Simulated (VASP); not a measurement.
Input of a VASP 6.6.1 run:

File INCAR:

```
ALGO = Normal
EDIFF = 1E-6
ENCUT = 520
GGA = PE
ISIF = 2
ISMEAR = 0
LASPH = T
LCHARG = F
LREAL = F
LWAVE = F
NBANDS = 18
NELM = 100
PREC = Accurate
SIGMA = 0.1
```

KPOINTS

```
k-points
0
Gamma
  6 6 4
```

File POSCAR:

```
KAlH5
1.0
    3.5976893300      0.0000000000      0.0000000000
    0.0000000000      3.5976893300      0.0000000000
    0.0000000000      0.0000000000      6.3956965500
K Al H
1 1 5
Direct
    0.0000000000      0.0000000000      0.5000000000
    0.5000000000      0.5000000000      0.0000000000
    0.0000000000      0.5000000000      0.2725121100
    0.0000000000      0.5000000000      0.7274878900
    0.5000000000      0.0000000000      0.2725121100
    0.5000000000      0.0000000000      0.7274878900
    0.0000000000      0.0000000000      0.0000000000
```

Potentials or basis: VASP PAW PBE potentials, release 64 (K_sv, Al, H).

Command:

```bash
$ cat potpaw_PBE.64/K_sv/POTCAR potpaw_PBE.64/Al/POTCAR potpaw_PBE.64/H/POTCAR > POTCAR
$ mpirun -np 1 vasp_std > vasp.out
```

Task: What does it give for the pressure?

Result: -6.9 GPa.

Task: Predict the largest force.

Result: 1.520 eV/Å.

Stress tensor (GPa, compression positive):
```
 -5.21   0.00   0.00
  0.00  -5.21   0.00
  0.00   0.00 -10.21
```

Caveat: the stress differs along the axes, from -10 to -5 GPa; an odd number of electrons without spin polarisation forces a metal; a magnetic or distorted state may lie lower.
